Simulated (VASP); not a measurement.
# KCdCO3F (P-6m2) in VASP: further runs

The runs below take KCdCO3F through single point, with PBE.

All numbers are computed with VASP 6.6.1; they aren't measurements. Logs are shortened: lines on timing, memory, paths and dates and some standing lists are left out, and cuts for length are marked.

## (1) The cell of the first run

The structure is hexagonal, space group P-6m2 (No. 187). Conventional cell: a = 5.132 Å, b = 5.132 Å, c = 4.432 Å, α = 90.00°, β = 90.00°, γ = 120.00°. K (site symmetry -6m2) has 6 O at 2.80 Å and 3 F at 2.96 Å and 6 Cd at 3.70 Å and 6 C at 3.70 Å within 3.8 Å. Within 3.0 Å of Cd (site symmetry -6m2) lie 2 F at 2.22 Å and 6 O at 2.58 Å and 3 C at 2.96 Å. C (site symmetry -6m2) has 3 O at 1.25 Å within 1.7 Å. O (site symmetry mm2) has 1 C at 1.25 Å within 1.7 Å. F (site symmetry -6m2) has 2 Cd at 2.22 Å and 3 K at 2.96 Å within 3.0 Å.

## (2) Single point, PBE

Contents of INCAR:

```
SYSTEM = KCdCO3F
PREC = Accurate ; ENCUT = 700
EDIFF = 1E-6 ; ISMEAR = 0
SIGMA = 0.1 ; LREAL = .False.
LASPH = .True. ; NELM = 120
ALGO = Normal ; ISIF = 2
LWAVE = .False. ; LCHARG = .False.
GGA = PE ; NBANDS = 38
GGA_COMPAT = .False.
```

Contents of KPOINTS:

```
Automatic mesh
0
Gamma
  6 6 4
  0 0 0
```

Contents of POSCAR:

```
KCdCO3F
1.0
    5.1324000000      0.0000000000      0.0000000000
   -2.5662000000      4.4447887824      0.0000000000
    0.0000000000      0.0000000000      4.4324000000
K Cd C O F
1 1 1 3 1
Direct
    0.0000000000      0.0000000000      0.0000000000
    0.6666666667      0.3333333333      0.5000000000
    0.3333333333      0.6666666667      0.5000000000
    0.1925000000      0.3850000000      0.5000000000
    0.1925000000      0.8075000000      0.5000000000
    0.6150000000      0.8075000000      0.5000000000
    0.6666666667      0.3333333333      0.0000000000
```

Potentials or basis: VASP PAW PBE potentials, release 64 (K_sv, Cd_sv_GW, C, O, F).

On the command line:

```console
cat potpaw_PBE.64/K_sv/POTCAR potpaw_PBE.64/Cd_sv_GW/POTCAR potpaw_PBE.64/C/POTCAR potpaw_PBE.64/O/POTCAR potpaw_PBE.64/F/POTCAR > POTCAR
mpirun -np 1 vasp_std > vasp.out
```

OUTCAR:

```text
SYSTEM = KCdCO3F
   PREC = Accurate
   ENCUT = 700
   EDIFF = 1E-6
   ISMEAR = 0
   LREAL = .False.
   LASPH = .True.
   NELM = 120
   ISIF = 2
   GGA = PE

 ion  position               nearest neighbor table
   1  0.000  0.000  0.000-   6 2.80   6 2.80   5 2.80   5 2.80   4 2.80   4 2.80
   2  0.667  0.333  0.500-   7 2.22   7 2.22
   3  0.333  0.667  0.500-   5 1.25   6 1.25   4 1.25
   4  0.193  0.385  0.500-   3 1.25   1 2.80   1 2.80
   5  0.193  0.807  0.500-   3 1.25   1 2.80   1 2.80
   6  0.615  0.807  0.500-   3 1.25   1 2.80   1 2.80
   7  0.667  0.333  0.000-   2 2.22   2 2.22

  LATTYP: Found a hexagonal cell.
 ALAT       =     5.1324000000
 C/A-ratio  =     0.8636115657

  Lattice vectors:

 A1 = (   5.1324000000,   0.0000000000,   0.0000000000)
 A2 = (  -2.5662000000,   4.4447887824,   0.0000000000)
 A3 = (   0.0000000000,   0.0000000000,   4.4324000000)

Analysis of symmetry for initial positions (statically):
=====================================================================
 Subroutine PRICEL returns:
 Original cell was already a primitive cell.

 Routine SETGRP: Setting up the symmetry group for a
 hexagonal supercell.

 Subroutine GETGRP returns: Found 12 space group operations
 (whereof 12 operations were pure point group operations)
 out of a pool of 24 trial point group operations.

The static configuration has the point symmetry D_3h.

Analysis of symmetry for dynamics (positions and initial velocities):
=====================================================================
 Subroutine PRICEL returns:
 Original cell was already a primitive cell.

 Routine SETGRP: Setting up the symmetry group for a
 hexagonal supercell.

 Subroutine GETGRP returns: Found 12 space group operations
 (whereof 12 operations were pure point group operations)
 out of a pool of 24 trial point group operations.

The dynamic configuration has the point symmetry D_3h.

 Subroutine INISYM returns: Found 12 space group operations
 (whereof 12 operations are pure point group operations),
 and found     1 'primitive' translations

----------------------------------------------------------------------------------------

                                     Primitive cell

  volume of cell :     101.1138

  direct lattice vectors                    reciprocal lattice vectors
     5.132400000  0.000000000  0.000000000     0.194840620  0.112491285  0.000000000
    -2.566200000  4.444788782  0.000000000     0.000000000  0.224982569  0.000000000
     0.000000000  0.000000000  4.432400000     0.000000000  0.000000000  0.225611407

  length of vectors
     5.132400000  5.132400000  4.432400000     0.224982569  0.224982569  0.225611407

  position of ions in fractional coordinates (direct lattice)
     0.000000000  0.000000000  0.000000000
     0.666666667  0.333333333  0.500000000
     0.333333333  0.666666667  0.500000000
     0.192500000  0.385000000  0.500000000
     0.192500000  0.807500000  0.500000000
     0.615000000  0.807500000  0.500000000
     0.666666667  0.333333333  0.000000000

  ion indices of the primitive-cell ions
   primitive index   ion index
                 1           1
                 2           2
                 3           3
                 4           4
                 5           5
                 6           6
                 7           7

----------------------------------------------------------------------------------------

 KPOINTS: Automatic mesh

Automatic generation of k-mesh.
 Grid dimensions read from file:
 generate k-points for:    6    6    4

 Generating k-lattice:

  Cartesian coordinates                     Fractional coordinates (reciprocal lattice)
     0.032473437  0.018748547  0.000000000     0.166666667 -0.000000000  0.000000000
     0.000000000  0.037497095  0.000000000     0.000000000  0.166666667  0.000000000
     0.000000000  0.000000000  0.056402852     0.000000000  0.000000000  0.250000000

  Length of vectors
     0.037497095  0.037497095  0.056402852

  Shift w.r.t. Gamma in fractional coordinates (k-lattice)
     0.000000000  0.000000000  0.000000000

 Subroutine IBZKPT returns following result:
 ===========================================

 Found     21 irreducible k-points:

 Following reciprocal coordinates:
            Coordinates               Weight
  0.000000  0.000000  0.000000      1.000000
  0.166667  0.000000  0.000000      6.000000
  0.333333 -0.000000  0.000000      6.000000
  0.500000 -0.000000  0.000000      3.000000
  0.166667  0.166667  0.000000      6.000000
  0.333333  0.166667  0.000000     12.000000
[... 13 lines left out ...]
  0.333333  0.166667  0.500000     12.000000
  0.333333  0.333333  0.500000      2.000000
   k-points           NKPTS =     21   k-points in BZ     NKDIM =     21   number of bands    NBANDS=     38
   number of dos      NEDOS =    301   number of ions     NIONS =      7
   total plane-waves  NPLWV =  92160
   dimension x,y,z NGX =    48 NGY =   48 NGZ =   40
   dimension x,y,z NGXF=    96 NGYF=   96 NGZF=   80
   ions per type =               1   1   1   3   1
   NGX,Y,Z   is equivalent  to a cutoff of  15.55, 15.55, 15.00 a.u.
   NGXF,Y,Z  is equivalent  to a cutoff of  31.10, 31.10, 30.01 a.u.
 SYSTEM =  KCdCO3F
   PREC   = accura    normal or accurate (medium, high low for compatibility)
   ISTART =      0    job   : 0-new  1-cont  2-samecut
   ICHARG =      2    charge: 1-file 2-atom 10-const
   ISPIN  =      1    spin polarized calculation?
   LNONCOLLINEAR =      F non collinear calculations
   LSORBIT =      F    spin-orbit coupling
   LASPH  =      T    aspherical Exc in radial PAW
   ENCUT  =  700.0 eV  51.45 Ry    7.17 a.u.  11.07 11.07  9.56*2*pi/ulx,y,z
   NELM   =    120;   NELMIN=  2; NELMDL= -5     # of ELM steps
   EDIFF  = 0.1E-05   stopping-criterion for ELM
   LREAL  =      F    real-space projection
   EDIFFG = 0.1E-04   stopping-criterion for IOM
   NSW    =      0    number of steps for IOM
   IBRION =     -1    ionic relax: 0-MD 1-quasi-New 2-CG
   NFREE  =      0    steps in history (QN), initial steepest desc. (CG)
   ISIF   =      2    stress and relaxation
   ISYM   =      2    0-nonsym 1-usesym 2-fastsym
   POTIM  = 0.5000    time-step for ionic-motion
   TEBEG  =    0.0;   TEEND  =   0.0 temperature during run
   PSTRESS=    0.0 pullay stress
   NELECT =      58.0000    total number of electrons
   NUPDOWN=      -1.0000    fix difference up-down
   EMIN   =  10.00;   EMAX   =-10.00  energy-range for DOS
   EFERMI =   0.00;   METHOD = LEGACY
   ISMEAR =     0;   SIGMA  =   0.10  broadening in eV -4-tet -1-fermi 0-gaus
   EFERMI_NEDOS =   21; number of points for ismear=-14 and -15
   IALGO  =     38    algorithm
   IMIX   =      4    mixing-type and parameters
     AMIX     =   0.40;   BMIX     =  1.00
     AMIX_MAG =   1.60;   BMIX_MAG =  1.00
  volume/ion in A,a.u.               =      14.44        97.48
  Fermi-wavevector in a.u.,A,eV,Ry     =   1.360235  2.570472 25.174036  1.850239
  Thomas-Fermi vector in A             =   2.486915
   LORBIT       =      0    0 simple, 1 ext, 2 COOP (PROOUT), +10 PAW based schemes
   GGA     = PE    functional components
   LHFCALC =     F    Hartree Fock is set to
   AEXX    =    0.0000 exact exchange contribution
   IVDW    =     0    specifies the selected vdW correction
   LEPSILON=     F    determine dielectric tensor
   LRPA    =     F    only Hartree local field effects (RPA)
 non-spin polarized calculation
 Gauss-broadening in eV      SIGMA  =   0.10
  energy-cutoff  :      700.00
  volume of cell :      101.11
 maximum number of plane-waves:      4293
 NGX is ok and might be reduce to    48
   NGX = 23   NGY = 23   NGZ = 19

 number of electron      58.0000006 magnetization

 Free energy of the ion-electron system (eV)
  ---------------------------------------------------
  ext. energy  EPLUGINS =         0.00000000
  ---------------------------------------------------
  free energy    TOTEN  =       -39.72726603 eV

  energy without entropy =      -39.72726603  energy(sigma->0) =      -39.72726603

 E-fermi :   1.3868     XC(G=0):  -9.3086

 val. band max:        0.8786061640   @ k =   0.0000   0.0000   0.5000
 cond. band min:       2.5909360030   @ k =   0.0000   0.0000   0.0000
 fundamental gap:      1.7123298390
 Fermi energy:         1.3868448651

 k-point     1 :       0.0000    0.0000    0.0000
  band No.  band energies     occupation
      1     -99.8751      2.00000
      2     -60.9658      2.00000
      3     -60.9658      2.00000
      4     -60.9525      2.00000
      5     -27.0410      2.00000
      6     -21.6427      2.00000
[... 30 lines left out ...]
     37      11.0712      0.00000
     38      11.6465      0.00000

 k-point     2 :       0.1667    0.0000    0.0000
  band No.  band energies     occupation
      1     -99.8751      2.00000
      2     -60.9658      2.00000
      3     -60.9658      2.00000
      4     -60.9525      2.00000
      5     -27.0402      2.00000
      6     -21.6328      2.00000
[... 30 lines left out ...]
     37      10.9493      0.00000
     38      11.0967      0.00000

 k-point     3 :       0.3333   -0.0000    0.0000
  band No.  band energies     occupation
      1     -99.8751      2.00000
      2     -60.9658      2.00000
      3     -60.9658      2.00000
      4     -60.9525      2.00000
      5     -27.0386      2.00000
      6     -21.6124      2.00000
[... 30 lines left out ...]
     37      10.8722      0.00000
[... 658 lines left out ...]
 k-point    20 :       0.3333    0.1667    0.5000
  band No.  band energies     occupation
      1     -99.8751      2.00000
      2     -60.9658      2.00000
      3     -60.9658      2.00000
      4     -60.9527      2.00000
      5     -27.0314      2.00000
      6     -21.5948      2.00000
[... 30 lines left out ...]
     37      11.0628      0.00000
     38      11.4729      0.00000

 k-point    21 :       0.3333    0.3333    0.5000
  band No.  band energies     occupation
      1     -99.8751      2.00000
      2     -60.9658      2.00000
      3     -60.9658      2.00000
      4     -60.9527      2.00000
      5     -27.0312      2.00000
      6     -21.5889      2.00000
[... 30 lines left out ...]
     37      11.6683      0.00000
     38      11.6804      0.00000

------------------------ aborting loop because EDIFF is reached ----------------------------------------

  FORCE on cell =-STRESS in cart. coord.  units (eV):
  Direction    XX          YY          ZZ          XY          YZ          ZX
  --------------------------------------------------------------------------------------
  -------------------------------------------------------------------------------------
  Total        5.9123143      5.9123143      0.4542108      0.0000000      0.0000000      0.0000000
  in kB       93.6822958     93.6822958      7.1970990      0.0000000      0.0000000      0.0000000
  external PRESSURE =      64.8538968 kB  Pullay stress =       0.0000000 kB

 VOLUME and BASIS-vectors are now :
 -----------------------------------------------------------------------------
  energy-cutoff  :      700.00
  volume of cell :      101.11
      direct lattice vectors                 reciprocal lattice vectors
     5.132400000  0.000000000  0.000000000     0.194840620  0.112491285  0.000000000
    -2.566200000  4.444788782  0.000000000     0.000000000  0.224982569  0.000000000
     0.000000000  0.000000000  4.432400000     0.000000000  0.000000000  0.225611407

 POSITION                                       TOTAL-FORCE (eV/Angst)
 -----------------------------------------------------------------------------------
      0.00000      0.00000      0.00000        -0.000000      0.000000      0.000000
      2.56620      1.48160      2.21620        -0.000000      0.000000      0.000000
     -0.00000      2.96319      2.21620        -0.000000      0.000000      0.000000
      0.00000      1.71124      2.21620        -0.000000     -3.440078      0.000000
     -1.08422      3.58917      2.21620        -2.979195      1.720039     -0.000000
      1.08422      3.58917      2.21620         2.979195      1.720039     -0.000000
      2.56620      1.48160      0.00000        -0.000000      0.000000      0.000000
 -----------------------------------------------------------------------------------
    total drift:                               -0.000003      0.000002      0.000000

  FREE ENERGIE OF THE ION-ELECTRON SYSTEM (eV)
  ---------------------------------------------------
  free  energy   TOTEN  =       -39.7272660270 eV

  energy  without entropy=      -39.7272660270  energy(sigma->0) =      -39.72726603
```

Wall time 2.1 min (1 thread of Intel Xeon Platinum 8259CL at 2.50GHz (Skylake/Cascade Lake), shared host); peak memory 0.39 GiB.

Results:

| Item | Value |
| --- | --- |
| Free energy | -39.7273 eV |
| Pressure | 6.5 GPa |
| Largest force | 3.440 eV/Å |
| Band gap on the k mesh | 1.71 eV |

Forces on the atoms (eV/Å):
```
K    0.000  0.000  0.000
Cd   0.000  0.000  0.000
C    0.000  0.000  0.000
O    0.000 -3.440  0.000
O   -2.979  1.720  0.000
O    2.979  1.720  0.000
F    0.000  0.000  0.000
```

Caveat: the stress differs along the axes, from 1 to 9 GPa; forces of over 1 eV/Å act on the atoms, so gaps and moduli don't describe the material at rest. A k mesh can miss the band edges.

## (3) Single point, PBE

This run uses another cell than the first one, of 14.63 Å³/atom.

Contents of INCAR:

```
PREC = Accurate ; ENCUT = 700
EDIFF = 1E-6 ; ISMEAR = 0
SIGMA = 0.1 ; LREAL = F
LASPH = T ; NELM = 120
ALGO = Normal ; ISIF = 2
LWAVE = F ; LCHARG = T
GGA = PE ; LELF = T
LVHAR = T ; NBANDS = 38
GGA_COMPAT = F
```

Contents of KPOINTS:

```
regular mesh
0
Gamma
  6 6 4
```

Contents of POSCAR:

```
KCdCO3F
1.0
    5.1322881342      0.0000000000      0.0000000000
   -2.5661440671      4.4446919038      0.0000000000
    0.0000000000      0.0000000000      4.4884328484
K Cd C O F
1 1 1 3 1
Direct
    0.0000000000      0.0000000000      0.0000000000
    0.6666666667      0.3333333333      0.5000000000
    0.3333333333      0.6666666667      0.5000000000
    0.1878675085      0.3757350169      0.5000000000
    0.1878675085      0.8121324915      0.5000000000
    0.6242649831      0.8121324915      0.5000000000
    0.6666666667      0.3333333333      0.0000000000
```

Potentials or basis: VASP PAW PBE potentials, release 64 (K_sv, Cd_sv_GW, C, O, F).

On the command line:

```console
cat potpaw_PBE.64/K_sv/POTCAR potpaw_PBE.64/Cd_sv_GW/POTCAR potpaw_PBE.64/C/POTCAR potpaw_PBE.64/O/POTCAR potpaw_PBE.64/F/POTCAR > POTCAR
mpirun -np 1 vasp_std > vasp.out
```

OUTCAR:

```text
PREC = Accurate
   ENCUT = 700
   EDIFF = 1E-6
   ISMEAR = 0
   LREAL = F
   LASPH = T
   NELM = 120
   ISIF = 2
   GGA = PE

 ion  position               nearest neighbor table
   1  0.000  0.000  0.000-   6 2.80   6 2.80   4 2.80   4 2.80   5 2.80   5 2.80
   2  0.667  0.333  0.500-   7 2.24   7 2.24
   3  0.333  0.667  0.500-   5 1.29   6 1.29   4 1.29
   4  0.188  0.376  0.500-   3 1.29   1 2.80   1 2.80
   5  0.188  0.812  0.500-   3 1.29   1 2.80   1 2.80
   6  0.624  0.812  0.500-   3 1.29   1 2.80   1 2.80
   7  0.667  0.333  0.000-   2 2.24   2 2.24

  LATTYP: Found a hexagonal cell.
 ALAT       =     5.1322881342
 C/A-ratio  =     0.8745481023

  Lattice vectors:

 A1 = (   5.1322881342,   0.0000000000,   0.0000000000)
 A2 = (  -2.5661440671,   4.4446919038,   0.0000000000)
 A3 = (   0.0000000000,   0.0000000000,   4.4884328484)

Analysis of symmetry for initial positions (statically):
=====================================================================
 Subroutine PRICEL returns:
[... 181 lines left out ...]
 cond. band min:       2.4277047864   @ k =   0.0000   0.0000   0.0000
 fundamental gap:      1.7761077398
 Fermi energy:         1.1970008069

 k-point     1 :       0.0000    0.0000    0.0000
  band No.  band energies     occupation
      1     -99.9654      2.00000
      2     -61.0542      2.00000
      3     -61.0542      2.00000
      4     -61.0435      2.00000
      5     -27.0886      2.00000
      6     -21.1638      2.00000
[... 850 lines left out ...]
     37      11.5672      0.00000
     38      11.6414      0.00000

------------------------ aborting loop because EDIFF is reached ----------------------------------------

  FORCE on cell =-STRESS in cart. coord.  units (eV):
  Direction    XX          YY          ZZ          XY          YZ          ZX
  --------------------------------------------------------------------------------------
  -------------------------------------------------------------------------------------
  Total        0.3251317      0.3251317     -0.1274330      0.0000000      0.0000000      0.0000000
  in kB        5.0877108      5.0877108     -1.9940916      0.0000000      0.0000000      0.0000000
  external PRESSURE =       2.7271100 kB  Pullay stress =       0.0000000 kB

 VOLUME and BASIS-vectors are now :
 -----------------------------------------------------------------------------
  energy-cutoff  :      700.00
  volume of cell :      102.39
      direct lattice vectors                 reciprocal lattice vectors
     5.132288134  0.000000000  0.000000000     0.194844867  0.112493737  0.000000000
    -2.566144067  4.444691904  0.000000000     0.000000000  0.224987473  0.000000000
     0.000000000  0.000000000  4.488432848     0.000000000  0.000000000  0.222794912

 POSITION                                       TOTAL-FORCE (eV/Angst)
 -----------------------------------------------------------------------------------
      0.00000      0.00000      0.00000        -0.000000      0.000000     -0.000000
      2.56614      1.48156      2.24422        -0.000000      0.000000     -0.000000
     -0.00000      2.96313      2.24422         0.000000      0.000000     -0.000000
      0.00000      1.67003      2.24422        -0.000000     -0.253658      0.000000
     -1.11986      3.60968      2.24422        -0.219674      0.126829     -0.000000
      1.11986      3.60968      2.24422         0.219674      0.126829     -0.000000
      2.56614      1.48156      0.00000         0.000000      0.000000     -0.000000
 -----------------------------------------------------------------------------------
    total drift:                               -0.000001      0.000001      0.000000

  FREE ENERGIE OF THE ION-ELECTRON SYSTEM (eV)
  ---------------------------------------------------
  free  energy   TOTEN  =       -39.9514317022 eV

  energy  without entropy=      -39.9514317022  energy(sigma->0) =      -39.95143170
```

stdout:

```text
POSCAR found type information on POSCAR K CdC O F
 POSCAR found :  5 types and       7 ions
 scaLAPACK will be used
 LDA part: xc-table for (Slater+PW92), standard interpolation
 POSCAR, INCAR and KPOINTS ok, starting setup
 FFT: planning ... GRIDC
 FFT: planning ... GRID_SOFT
 FFT: planning ... GRID
 WAVECAR not read
 entering main loop
```

It took 1.8 min on 1 thread of Intel Xeon Platinum 8488C (Sapphire Rapids), shared host; peak memory 0.4 GiB.

Results:

```
Free energy            : -39.9514 eV
Pressure               : 0.3 GPa
Largest force          : 0.254 eV/Å
Band gap on the k mesh : 1.78 eV
```

Forces on the atoms (eV/Å):
```
K    0.000  0.000  0.000
Cd   0.000  0.000  0.000
C    0.000  0.000  0.000
O    0.000 -0.254  0.000
O   -0.220  0.127  0.000
O    0.220  0.127  0.000
F    0.000  0.000  0.000
```

A k mesh can miss the band edges. As with any semilocal functional, this PBE gap is likely too small.
